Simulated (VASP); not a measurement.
# K3Pd in VASP: a series of runs

The runs below take K3Pd through single point, with PBE+D4, PBE, PBEsol.

All numbers are computed with VASP 6.6.1; they aren't measurements. Logs are shortened: lines on timing, memory, paths and dates and some standing lists are left out, and cuts for length are marked.

## Step 1: The cell of the first run

It takes space group Pm-3m (No. 221, cubic). Conventional cell: a = 5.445 Å, b = 5.445 Å, c = 5.445 Å, α = 90.00°, β = 90.00°, γ = 90.00°. Within 5.1 Å of K (site symmetry 4/mmm) lie 8 K at 3.85 Å and 4 Pd at 3.85 Å. Pd (site symmetry m-3m) has 12 K at 3.85 Å within 5.1 Å.

## Step 2: Single point, PBE+D4

The input, INCAR:

```
PREC = Accurate ; ENCUT = 520
EDIFF = 1E-7 ; ISMEAR = 0
SIGMA = 0.1 ; LREAL = False
LASPH = True ; NELM = 60
ALGO = Normal ; ISIF = 2
LWAVE = False ; LCHARG = True
GGA = PE ; IVDW = 13
LELF = True ; LVHAR = True
NBANDS = 26
```

The input, KPOINTS:

```
Automatic mesh
0
Gamma
  2 2 2
```

The input, POSCAR:

```
K3Pd
1.0
    5.4450130000      0.0000000000      0.0000000000
    0.0000000000      5.4450130000      0.0000000000
    0.0000000000      0.0000000000      5.4450130000
K Pd
3 1
Direct
    0.5000000000      0.5000000000      0.0000000000
    0.5000000000      0.0000000000      0.5000000000
    0.0000000000      0.5000000000      0.5000000000
    0.0000000000      0.0000000000      0.0000000000
```

Potentials or basis: VASP PAW PBE potentials, release 64 (K_sv, Pd).

Command:

```console
> cat potpaw_PBE.64/K_sv/POTCAR potpaw_PBE.64/Pd/POTCAR > POTCAR
> mpirun -np 1 vasp_std > vasp.out
```

OUTCAR:

```text
PREC = Accurate
   ENCUT = 520
   EDIFF = 1E-7
   ISMEAR = 0
   LREAL = False
   LASPH = True
   NELM = 60
   ISIF = 2
   GGA = PE
   IVDW = 13

 ion  position               nearest neighbor table
   1  0.500  0.500  0.000-
   2  0.500  0.000  0.500-
   3  0.000  0.500  0.500-
   4  0.000  0.000  0.000-

  LATTYP: Found a simple cubic cell.
 ALAT       =     5.4450130000

  Lattice vectors:

 A1 = (   5.4450130000,   0.0000000000,   0.0000000000)
 A2 = (   0.0000000000,   5.4450130000,   0.0000000000)
 A3 = (   0.0000000000,   0.0000000000,   5.4450130000)

Analysis of symmetry for initial positions (statically):
=====================================================================
 Subroutine PRICEL returns:
 Original cell was already a primitive cell.

 Routine SETGRP: Setting up the symmetry group for a
 simple cubic supercell.

 Subroutine GETGRP returns: Found 48 space group operations
 (whereof 48 operations were pure point group operations)
 out of a pool of 48 trial point group operations.

The static configuration has the point symmetry O_h .

Analysis of symmetry for dynamics (positions and initial velocities):
=====================================================================
 Subroutine PRICEL returns:
 Original cell was already a primitive cell.

 Routine SETGRP: Setting up the symmetry group for a
 simple cubic supercell.

 Subroutine GETGRP returns: Found 48 space group operations
 (whereof 48 operations were pure point group operations)
 out of a pool of 48 trial point group operations.

The dynamic configuration has the point symmetry O_h .

 Subroutine INISYM returns: Found 48 space group operations
 (whereof 48 operations are pure point group operations),
 and found     1 'primitive' translations

----------------------------------------------------------------------------------------

                                     Primitive cell

  volume of cell :     161.4347

  direct lattice vectors                    reciprocal lattice vectors
     5.445013000  0.000000000  0.000000000     0.183654291  0.000000000  0.000000000
     0.000000000  5.445013000  0.000000000     0.000000000  0.183654291  0.000000000
     0.000000000  0.000000000  5.445013000     0.000000000  0.000000000  0.183654291

  length of vectors
     5.445013000  5.445013000  5.445013000     0.183654291  0.183654291  0.183654291

  position of ions in fractional coordinates (direct lattice)
     0.500000000  0.500000000  0.000000000
     0.500000000  0.000000000  0.500000000
     0.000000000  0.500000000  0.500000000
     0.000000000  0.000000000  0.000000000

  ion indices of the primitive-cell ions
   primitive index   ion index
                 1           1
                 2           2
                 3           3
                 4           4

----------------------------------------------------------------------------------------

 KPOINTS: Automatic mesh

Automatic generation of k-mesh.
 Grid dimensions read from file:
 generate k-points for:    2    2    2

 Generating k-lattice:

  Cartesian coordinates                     Fractional coordinates (reciprocal lattice)
     0.091827145  0.000000000  0.000000000     0.500000000  0.000000000  0.000000000
     0.000000000  0.091827145  0.000000000     0.000000000  0.500000000  0.000000000
     0.000000000  0.000000000  0.091827145     0.000000000  0.000000000  0.500000000

  Length of vectors
     0.091827145  0.091827145  0.091827145

  Shift w.r.t. Gamma in fractional coordinates (k-lattice)
     0.000000000  0.000000000  0.000000000

 Subroutine IBZKPT returns following result:
 ===========================================

 Found      4 irreducible k-points:

 Following reciprocal coordinates:
            Coordinates               Weight
  0.000000  0.000000  0.000000      1.000000
  0.500000  0.000000  0.000000      3.000000
  0.500000  0.500000  0.000000      3.000000
  0.500000  0.500000  0.500000      1.000000
   k-points           NKPTS =      4   k-points in BZ     NKDIM =      4   number of bands    NBANDS=     26
   number of dos      NEDOS =    301   number of ions     NIONS =      4
   total plane-waves  NPLWV =  64000
   dimension x,y,z NGX =    40 NGY =   40 NGZ =   40
   dimension x,y,z NGXF=    80 NGYF=   80 NGZF=   80
   ions per type =               3   1
   NGX,Y,Z   is equivalent  to a cutoff of  12.21, 12.21, 12.21 a.u.
   NGXF,Y,Z  is equivalent  to a cutoff of  24.43, 24.43, 24.43 a.u.
 SYSTEM =  unknown system
   PREC   = accura    normal or accurate (medium, high low for compatibility)
   ISTART =      0    job   : 0-new  1-cont  2-samecut
   ICHARG =      2    charge: 1-file 2-atom 10-const
   ISPIN  =      1    spin polarized calculation?
   LNONCOLLINEAR =      F non collinear calculations
   LSORBIT =      F    spin-orbit coupling
   LASPH  =      T    aspherical Exc in radial PAW
   ENCUT  =  520.0 eV  38.22 Ry    6.18 a.u.  10.12 10.12 10.12*2*pi/ulx,y,z
   NELM   =     60;   NELMIN=  2; NELMDL= -5     # of ELM steps
   EDIFF  = 0.1E-06   stopping-criterion for ELM
   LREAL  =      F    real-space projection
   EDIFFG = 0.1E-05   stopping-criterion for IOM
   NSW    =      0    number of steps for IOM
   IBRION =     -1    ionic relax: 0-MD 1-quasi-New 2-CG
   NFREE  =      0    steps in history (QN), initial steepest desc. (CG)
   ISIF   =      2    stress and relaxation
   ISYM   =      2    0-nonsym 1-usesym 2-fastsym
   POTIM  = 0.5000    time-step for ionic-motion
   TEBEG  =    0.0;   TEEND  =   0.0 temperature during run
   PSTRESS=    0.0 pullay stress
   NELECT =      37.0000    total number of electrons
   NUPDOWN=      -1.0000    fix difference up-down
   EMIN   =  10.00;   EMAX   =-10.00  energy-range for DOS
   EFERMI =   0.00;   METHOD = LEGACY
   ISMEAR =     0;   SIGMA  =   0.10  broadening in eV -4-tet -1-fermi 0-gaus
   EFERMI_NEDOS =   21; number of points for ismear=-14 and -15
   IALGO  =     38    algorithm
   IMIX   =      4    mixing-type and parameters
     AMIX     =   0.40;   BMIX     =  1.00
     AMIX_MAG =   1.60;   BMIX_MAG =  1.00
  volume/ion in A,a.u.               =      40.36       272.35
  Fermi-wavevector in a.u.,A,eV,Ry     =   1.001866  1.893253 13.656662  1.003736
  Thomas-Fermi vector in A             =   2.134316
   LORBIT       =      0    0 simple, 1 ext, 2 COOP (PROOUT), +10 PAW based schemes
   GGA     = PE    functional components
   LHFCALC =     F    Hartree Fock is set to
   AEXX    =    0.0000 exact exchange contribution
   IVDW    =    13    specifies the selected vdW correction
   LEPSILON=     F    determine dielectric tensor
   LRPA    =     F    only Hartree local field effects (RPA)
 non-spin polarized calculation
 Gauss-broadening in eV      SIGMA  =   0.10
  energy-cutoff  :      520.00
  volume of cell :      161.43
 maximum number of plane-waves:      4385
   NGX = 21   NGY = 21   NGZ = 21

 number of electron      37.0000014 magnetization

 Free energy of the ion-electron system (eV)
  ---------------------------------------------------
  ext. energy  EPLUGINS =         0.00000000
  ---------------------------------------------------
  free energy    TOTEN  =        -7.49312637 eV

  energy without entropy =       -7.47129189  energy(sigma->0) =       -7.48220913

 E-fermi :   1.4593     XC(G=0):  -7.3428

 val. band max:        1.4492937491   @ k =   0.0000   0.0000   0.0000
 cond. band min:       1.5616424364   @ k =   0.5000   0.5000   0.0000
 fundamental gap:      0.1123486873
 Fermi energy:         1.4593179713

 k-point     1 :       0.0000    0.0000    0.0000
  band No.  band energies     occupation
      1     -30.5738      2.00000
      2     -30.5222      2.00000
      3     -30.5222      2.00000
      4     -14.2410      2.00000
      5     -14.2410      2.00000
      6     -14.2410      2.00000
      7     -13.9565      2.00000
      8     -13.9565      2.00000
      9     -13.9565      2.00000
     10     -13.9196      2.00000
     11     -13.9196      2.00000
     12     -13.9196      2.00000
     13      -1.4673      2.00000
     14       0.1305      2.00000
     15       0.1305      2.00000
     16       0.2760      2.00000
     17       0.2760      2.00000
     18       0.2760      2.00000
     19       1.4493      1.11273
     20       4.0534      0.00000
     21       4.0534      0.00000
     22       4.0534      0.00000
     23       4.1085      0.00000
     24       4.1085      0.00000
     25       4.6167      0.00000
     26       4.6167      0.00000

 k-point     2 :       0.5000    0.0000    0.0000
  band No.  band energies     occupation
      1     -30.5565      2.00000
      2     -30.5393      2.00000
      3     -30.5220      2.00000
      4     -14.1997      2.00000
      5     -14.1997      2.00000
      6     -14.1618      2.00000
      7     -14.0227      2.00000
      8     -13.9847      2.00000
      9     -13.9847      2.00000
     10     -13.9635      2.00000
     11     -13.9347      2.00000
     12     -13.9347      2.00000
     13      -0.3397      2.00000
     14       0.2020      2.00000
     15       0.2141      2.00000
     16       0.2995      2.00000
     17       0.3025      2.00000
     18       0.3025      2.00000
     19       0.4954      2.00000
     20       2.7482      0.00000
     21       3.6980      0.00000
     22       3.6980      0.00000
     23       4.7797      0.00000
     24       4.8811      0.00000
     25       4.8811      0.00000
     26       4.9707      0.00000

 k-point     3 :       0.5000    0.5000    0.0000
  band No.  band energies     occupation
      1     -30.5392      2.00000
      2     -30.5391      2.00000
      3     -30.5391      2.00000
      4     -14.2947      2.00000
      5     -14.1519      2.00000
      6     -14.1191      2.00000
      7     -14.0234      2.00000
      8     -13.9919      2.00000
      9     -13.9919      2.00000
     10     -13.9844      2.00000
     11     -13.9844      2.00000
     12     -13.8622      2.00000
     13       0.1121      2.00000
     14       0.2016      2.00000
     15       0.3074      2.00000
     16       0.3074      2.00000
     17       0.4348      2.00000
     18       0.6290      2.00000
     19       1.5616      0.14787
     20       1.5616      0.14787
     21       1.7715      0.00001
     22       3.8454      0.00000
     23       4.3245      0.00000
     24       4.7738      0.00000
     25       4.7738      0.00000
     26       5.5225      0.00000

 k-point     4 :       0.5000    0.5000    0.5000
  band No.  band energies     occupation
      1     -30.5390      2.00000
      2     -30.5390      2.00000
      3     -30.5390      2.00000
      4     -14.4234      2.00000
      5     -14.1168      2.00000
      6     -14.1168      2.00000
      7     -14.1168      2.00000
      8     -14.0230      2.00000
      9     -14.0230      2.00000
     10     -13.8618      2.00000
     11     -13.8618      2.00000
     12     -13.8618      2.00000
     13       0.1240      2.00000
     14       0.1240      2.00000
     15       0.1240      2.00000
     16       0.4170      2.00000
     17       0.4170      2.00000
     18       0.6597      2.00000
     19       2.6329      0.00000
     20       2.8652      0.00000
     21       2.8652      0.00000
     22       2.8652      0.00000
     23       2.9712      0.00000
     24       2.9712      0.00000
     25       2.9712      0.00000
     26       6.2690      0.00000

------------------------ aborting loop because EDIFF is reached ----------------------------------------

  DFT-D4 for vdW energy calculation

  Edisp (eV):   -0.29262

  FORCE on cell =-STRESS in cart. coord.  units (eV):
  Direction    XX          YY          ZZ          XY          YZ          ZX
  --------------------------------------------------------------------------------------
  -------------------------------------------------------------------------------------
  Total      -0.62987    -0.62987    -0.62987    -0.00000     0.00000     0.00000
  in kB      -6.25123    -6.25123    -6.25123    -0.00000     0.00000     0.00000
  external pressure =       -6.25 kB  Pullay stress =        0.00 kB

 VOLUME and BASIS-vectors are now :
 -----------------------------------------------------------------------------
  energy-cutoff  :      520.00
  volume of cell :      161.43
      direct lattice vectors                 reciprocal lattice vectors
     5.445013000  0.000000000  0.000000000     0.183654291  0.000000000  0.000000000
     0.000000000  5.445013000  0.000000000     0.000000000  0.183654291  0.000000000
     0.000000000  0.000000000  5.445013000     0.000000000  0.000000000  0.183654291

 POSITION                                       TOTAL-FORCE (eV/Angst)
 -----------------------------------------------------------------------------------
      2.72251      2.72251      0.00000         0.000000      0.000000      0.000000
      2.72251      0.00000      2.72251         0.000000      0.000000      0.000000
      0.00000      2.72251      2.72251         0.000000      0.000000      0.000000
      0.00000      0.00000      0.00000         0.000000      0.000000      0.000000
 -----------------------------------------------------------------------------------
    total drift:                               -0.000000      0.000000     -0.000000

  FREE ENERGIE OF THE ION-ELECTRON SYSTEM (eV)
  ---------------------------------------------------
  free  energy   TOTEN  =        -7.7857466598 eV

  energy  without entropy=       -7.7639121739  energy(sigma->0) =       -7.77482942
```

Wall time 55 s (1 thread of Intel Xeon 8259CL, shared host); peak memory 0.24 GiB.

What came out:

```yaml
Free_energy: -7.7857 eV
Pressure: -0.6 GPa
Band_gap_on_the_k_mesh: zero (an odd number of electrons rules out a gap without spin polarisation)
Dispersion_energy_per_atom: -0.073 eV
```

Caveat: the k points lie up to 0.58 Å⁻¹ apart, too coarse for converged energies and pressures of a metal.

(Continued in part 2 of 2.)
